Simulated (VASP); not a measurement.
# Mo4C3 (I4/mmm) in VASP: single point with PBE

Aim: the single point of Mo4C3 with PBE.

Program: VASP 6.6.1. These are calculated values, not measurements. Logs are shortened: lines on timing, memory, paths and dates and some standing lists are left out, and cuts for length are marked.

**1. The cell of the first run**

Symmetry: I4/mmm, No. 139, tetragonal system. The conventional cell has a = 4.333 Å, b = 4.333 Å, c = 8.535 Å, α = 90.00°, β = 90.00°, γ = 90.00°. Mo (site symmetry 4mm) has 5 C at 2.06 to 2.17 Å within 2.7 Å. Mo (site symmetry mmm) has 4 C at 2.13 to 2.17 Å within 2.8 Å. Within 2.8 Å of C (site symmetry -4m2) lie 6 Mo at 2.13 to 2.17 Å. Within 2.7 Å of C (site symmetry 4/mmm) lie 6 Mo at 2.06 to 2.17 Å.

**2. Single point, PBE, collinear spin**

File INCAR:

```
PREC = Accurate
ENCUT = 520
EDIFF = 1E-7
ISMEAR = 0
SIGMA = 0.1
LREAL = False
LASPH = True
NELM = 150
ALGO = Normal
ISIF = 2
LWAVE = False
LCHARG = False
ISPIN = 2
MAGMOM = 1 1 1 1 0 0 0
LORBIT = 11
LMAXMIX = 4
GGA = PE
NBANDS = 47
```

File KPOINTS:

```
regular mesh
0
Gamma
  6 6 6
```

File POSCAR:

```
Mo4C3
1.0
   -2.1663072633      2.1663072633      4.2674959598
    2.1663072633     -2.1663072633      4.2674959598
    2.1663072633      2.1663072633     -4.2674959598
Mo C
4 3
Direct
    0.7586334415      0.7586334415      0.0000000000
    0.5000000000      0.0000000000      0.5000000000
    0.2413665585      0.2413665585      0.0000000000
    0.0000000000      0.5000000000      0.5000000000
    0.7500000000      0.2500000000      0.5000000000
    0.2500000000      0.7500000000      0.5000000000
    0.0000000000      0.0000000000      0.0000000000
```

Potentials or basis: VASP PAW PBE potentials, release 64 (Mo_sv, C).

Run with:

```bash
> cat potpaw_PBE.64/Mo_sv/POTCAR potpaw_PBE.64/C/POTCAR > POTCAR
> mpirun -np 1 vasp_std > vasp.out
```

OUTCAR:

```text
PREC = Accurate
   ENCUT = 520
   EDIFF = 1E-7
   ISMEAR = 0
   LREAL = False
   LASPH = True
   NELM = 150
   ISIF = 2
   ISPIN = 2
   LORBIT = 11
   GGA = PE

 ion  position               nearest neighbor table
   1  0.759  0.759  0.000-   7 2.06   6 2.17   5 2.17   5 2.17   6 2.17   2 2.99   4 2.99   4 2.99
                             2 2.99   3 3.07   3 3.07   3 3.07   3 3.07   4 3.09   4 3.09   2 3.09
   2  0.500  0.000  0.500-   5 2.13   6 2.13   7 2.17   7 2.17   3 2.99   3 2.99   1 2.99   1 2.99
                             4 3.06   4 3.06   4 3.06   4 3.06   1 3.09   3 3.09   1 3.09   3 3.09
   3  0.241  0.241  0.000-   7 2.06   6 2.17   5 2.17   5 2.17   6 2.17   4 2.99   2 2.99   4 2.99
                             2 2.99   1 3.07   1 3.07   1 3.07   1 3.07   2 3.09   4 3.09   2 3.09
   4  0.000  0.500  0.500-   5 2.13   6 2.13   7 2.17   7 2.17   3 2.99   3 2.99   1 2.99   1 2.99
                             2 3.06   2 3.06   2 3.06   2 3.06   3 3.09   1 3.09   3 3.09   1 3.09
   5  0.750  0.250  0.500-   2 2.13   4 2.13   3 2.17   1 2.17   1 2.17   3 2.17
   6  0.250  0.750  0.500-   2 2.13   4 2.13   3 2.17   1 2.17   1 2.17   3 2.17
   7  0.000  0.000  0.000-   1 2.06   3 2.06   2 2.17   4 2.17   4 2.17   2 2.17

  LATTYP: Found a body centered tetragonal cell.
 ALAT       =     4.3326145266
 C/A-ratio  =     1.9699402906

  Lattice vectors:

 A1 = (  -2.1663072633,   2.1663072633,   4.2674959598)
 A2 = (   2.1663072633,  -2.1663072633,   4.2674959598)
 A3 = (   2.1663072633,   2.1663072633,  -4.2674959598)

Analysis of symmetry for initial positions (statically):
=====================================================================
 Subroutine PRICEL returns:
 Original cell was already a primitive cell.

 Routine SETGRP: Setting up the symmetry group for a
 body centered tetragonal supercell.

 Subroutine GETGRP returns: Found 16 space group operations
 (whereof 16 operations were pure point group operations)
 out of a pool of 16 trial point group operations.

The static configuration has the point symmetry D_4h.

Analysis of symmetry for dynamics (positions and initial velocities):
=====================================================================
 Subroutine PRICEL returns:
 Original cell was already a primitive cell.

 Routine SETGRP: Setting up the symmetry group for a
 body centered tetragonal supercell.

 Subroutine GETGRP returns: Found 16 space group operations
 (whereof 16 operations were pure point group operations)
 out of a pool of 16 trial point group operations.

The dynamic configuration has the point symmetry D_4h.

Analysis of structural, dynamic, and magnetic symmetry:
=====================================================================
 Subroutine PRICEL returns:
 Original cell was already a primitive cell.

 Routine SETGRP: Setting up the symmetry group for a
 body centered tetragonal supercell.

 Subroutine GETGRP returns: Found 16 space group operations
 (whereof 16 operations were pure point group operations)
 out of a pool of 16 trial point group operations.

The overall configuration has the point symmetry D_4h.

 Subroutine INISYM returns: Found 16 space group operations
 (whereof 16 operations are pure point group operations),
 and found     1 'primitive' translations

----------------------------------------------------------------------------------------

                                     Primitive cell

  volume of cell :      80.1075

  direct lattice vectors                    reciprocal lattice vectors
    -2.166307263  2.166307263  4.267495960     0.000000000  0.230807517  0.117164727
     2.166307263 -2.166307263  4.267495960     0.230807517  0.000000000  0.117164727
     2.166307263  2.166307263 -4.267495960     0.230807517  0.230807517  0.000000000

  length of vectors
     5.253312868  5.253312868  5.253312868     0.258842970  0.258842970  0.326411121

  position of ions in fractional coordinates (direct lattice)
     0.758633442  0.758633442  0.000000000
     0.500000000  0.000000000  0.500000000
     0.241366558  0.241366558  0.000000000
     0.000000000  0.500000000  0.500000000
     0.750000000  0.250000000  0.500000000
     0.250000000  0.750000000  0.500000000
     0.000000000  0.000000000  0.000000000

  ion indices of the primitive-cell ions
   primitive index   ion index
                 1           1
                 2           2
                 3           3
[... 64 lines left out ...]
   NGX,Y,Z   is equivalent  to a cutoff of  12.66, 12.66, 12.66 a.u.
   NGXF,Y,Z  is equivalent  to a cutoff of  25.32, 25.32, 25.32 a.u.
 SYSTEM =  unknown system
   PREC   = accura    normal or accurate (medium, high low for compatibility)
   ISTART =      0    job   : 0-new  1-cont  2-samecut
   ICHARG =      2    charge: 1-file 2-atom 10-const
   ISPIN  =      2    spin polarized calculation?
   LNONCOLLINEAR =      F non collinear calculations
   LSORBIT =      F    spin-orbit coupling
   LASPH  =      T    aspherical Exc in radial PAW
   ENCUT  =  520.0 eV  38.22 Ry    6.18 a.u.   9.77  9.77  9.77*2*pi/ulx,y,z
   NELM   =    150;   NELMIN=  2; NELMDL= -5     # of ELM steps
   EDIFF  = 0.1E-06   stopping-criterion for ELM
   LREAL  =      F    real-space projection
   EDIFFG = 0.1E-05   stopping-criterion for IOM
   NSW    =      0    number of steps for IOM
   IBRION =     -1    ionic relax: 0-MD 1-quasi-New 2-CG
   NFREE  =      0    steps in history (QN), initial steepest desc. (CG)
   ISIF   =      2    stress and relaxation
   ISYM   =      2    0-nonsym 1-usesym 2-fastsym
   POTIM  = 0.5000    time-step for ionic-motion
   TEBEG  =    0.0;   TEEND  =   0.0 temperature during run
   PSTRESS=    0.0 pullay stress
   NELECT =      68.0000    total number of electrons
   NUPDOWN=      -1.0000    fix difference up-down
   EMIN   =  10.00;   EMAX   =-10.00  energy-range for DOS
   EFERMI =   0.00;   METHOD = LEGACY
   ISMEAR =     0;   SIGMA  =   0.10  broadening in eV -4-tet -1-fermi 0-gaus
   EFERMI_NEDOS =   21; number of points for ismear=-14 and -15
   IALGO  =     38    algorithm
   IMIX   =      4    mixing-type and parameters
     AMIX     =   0.40;   BMIX     =  1.00
     AMIX_MAG =   1.60;   BMIX_MAG =  1.00
  volume/ion in A,a.u.               =      11.44        77.23
  Fermi-wavevector in a.u.,A,eV,Ry     =   1.550077  2.929222 32.691263  2.402740
  Thomas-Fermi vector in A             =   2.654793
   LORBIT       =     11    0 simple, 1 ext, 2 COOP (PROOUT), +10 PAW based schemes
   GGA     = PE    functional components
   LHFCALC =     F    Hartree Fock is set to
   AEXX    =    0.0000 exact exchange contribution
   IVDW    =     0    specifies the selected vdW correction
   LEPSILON=     F    determine dielectric tensor
   LRPA    =     F    only Hartree local field effects (RPA)
 spin polarized calculation
 Gauss-broadening in eV      SIGMA  =   0.10
  energy-cutoff  :      520.00
  volume of cell :       80.11
 maximum number of plane-waves:      2180
   NGX = 19   NGY = 19   NGZ = 19

 number of electron      68.0000003 magnetization       0.0005615

 number of electron      68.0000003 magnetization      -0.0000280

 Free energy of the ion-electron system (eV)
  ---------------------------------------------------
  ext. energy  EPLUGINS =         0.00000000
  ---------------------------------------------------
  free energy    TOTEN  =       -71.34367775 eV

  energy without entropy =      -71.32683885  energy(sigma->0) =      -71.33525830

 E-fermi :  12.2806     XC(G=0): -13.3307

 val. band max:       12.2469439106   @ k =  -0.1667  -0.3333   0.1667
 cond. band min:      12.3203946629   @ k =   0.5000   0.5000   0.0000
 fundamental gap:      0.0734507524
 Fermi energy:        12.2806127873

 spin component 1

 k-point     1 :       0.0000    0.0000    0.0000
  band No.  band energies     occupation
      1     -49.6785      1.00000
      2     -49.6074      1.00000
      3     -49.1428      1.00000
      4     -49.0927      1.00000
      5     -24.0064      1.00000
      6     -24.0064      1.00000
[... 1165 lines left out ...]
     45      15.8590      0.00000
     46      16.6085      0.00000

 [... further k-points ...]

 spin component 2

 k-point     1 :       0.0000    0.0000    0.0000
  band No.  band energies     occupation
      1     -49.6785      1.00000
      2     -49.6073      1.00000
      3     -49.1428      1.00000
      4     -49.0926      1.00000
      5     -24.0064      1.00000
      6     -24.0064      1.00000
[... 1165 lines left out ...]
     45      15.8590      0.00000
     46      16.6085      0.00000

 [... further k-points ...]

 [bands above 46 left out]

------------------------ aborting loop because EDIFF is reached ----------------------------------------

  FORCE on cell =-STRESS in cart. coord.  units (eV):
  Direction    XX          YY          ZZ          XY          YZ          ZX
  --------------------------------------------------------------------------------------
  -------------------------------------------------------------------------------------
  Total       -0.2778532     -0.2778532      0.9553051      0.0000000     -0.0000000      0.0000000
  in kB       -5.5571574     -5.5571574     19.1064256      0.0000000     -0.0000000      0.0000000
  external PRESSURE =       2.6640369 kB  Pullay stress =       0.0000000 kB

 VOLUME and BASIS-vectors are now :
 -----------------------------------------------------------------------------
  energy-cutoff  :      520.00
  volume of cell :       80.11
      direct lattice vectors                 reciprocal lattice vectors
    -2.166307263  2.166307263  4.267495960     0.000000000  0.230807517  0.117164727
     2.166307263 -2.166307263  4.267495960     0.230807517  0.000000000  0.117164727
     2.166307263  2.166307263 -4.267495960     0.230807517  0.230807517  0.000000000

 POSITION                                       TOTAL-FORCE (eV/Angst)
 -----------------------------------------------------------------------------------
      0.00000      0.00000      6.47493        -0.000000     -0.000000     -0.170337
      0.00000      2.16631      0.00000         0.000000      0.000000      0.000000
      0.00000      0.00000      2.06006        -0.000000     -0.000000      0.170337
      2.16631      0.00000      0.00000         0.000000      0.000000      0.000000
      0.00000      2.16631      2.13375         0.000000      0.000000      0.000000
      2.16631      0.00000      2.13375         0.000000      0.000000      0.000000
      0.00000      0.00000      0.00000         0.000000      0.000000      0.000000
 -----------------------------------------------------------------------------------
    total drift:                               -0.000000     -0.000000     -0.000000

  FREE ENERGIE OF THE ION-ELECTRON SYSTEM (eV)
  ---------------------------------------------------
  free  energy   TOTEN  =       -71.3436777521 eV

  energy  without entropy=      -71.3268388483  energy(sigma->0) =      -71.33525830

 total charge

# of ion       s       p       d       tot
------------------------------------------
    1        2.299   6.251   3.968  12.519
    2        2.288   6.224   3.972  12.484
    3        2.299   6.251   3.968  12.519
    4        2.288   6.224   3.972  12.484
    5        0.884   1.548   0.000   2.432
    6        0.884   1.548   0.000   2.432
    7        0.889   1.559   0.000   2.448
--------------------------------------------------
tot         11.832  29.605  15.881  57.318

 magnetization (x)

# of ion       s       p       d       tot
------------------------------------------
    1       -0.000  -0.000  -0.000  -0.000
    2       -0.000  -0.000  -0.000  -0.000
    3       -0.000  -0.000  -0.000  -0.000
    4       -0.000  -0.000  -0.000  -0.000
    5        0.000   0.000   0.000   0.000
    6        0.000   0.000   0.000   0.000
    7        0.000   0.000   0.000   0.000
--------------------------------------------------
tot         -0.000   0.000  -0.000  -0.000
```

Wall time 5.2 min (1 thread of Oxide Virtual Turin-like, shared host); peak memory 0.33 GiB.

What came out:

```
Free energy                                           : -71.3437 eV
Pressure                                              : 0.3 GPa
Largest force                                         : 0.170 eV/Å
Band gap on the k mesh                                : zero (filled and empty bands overlap)
Net moment                                            : 0.00 μB per cell
Valence electrons inside the program's atomic spheres : Mo 12.52, 12.48 (each value once); C 2.43, 2.45 (each value once)
```

Forces on the atoms (eV/Å):
```
Mo   0.000  0.000 -0.170
Mo   0.000  0.000  0.000
Mo   0.000  0.000  0.170
Mo   0.000  0.000  0.000
C    0.000  0.000  0.000
C    0.000  0.000  0.000
C    0.000  0.000  0.000
```

Stress tensor (GPa, compression positive):
```
-0.56  0.00  0.00
 0.00 -0.56  0.00
 0.00  0.00  1.91
```

The gap in the log of VASP goes by the Fermi energy; the results here count the filled bands.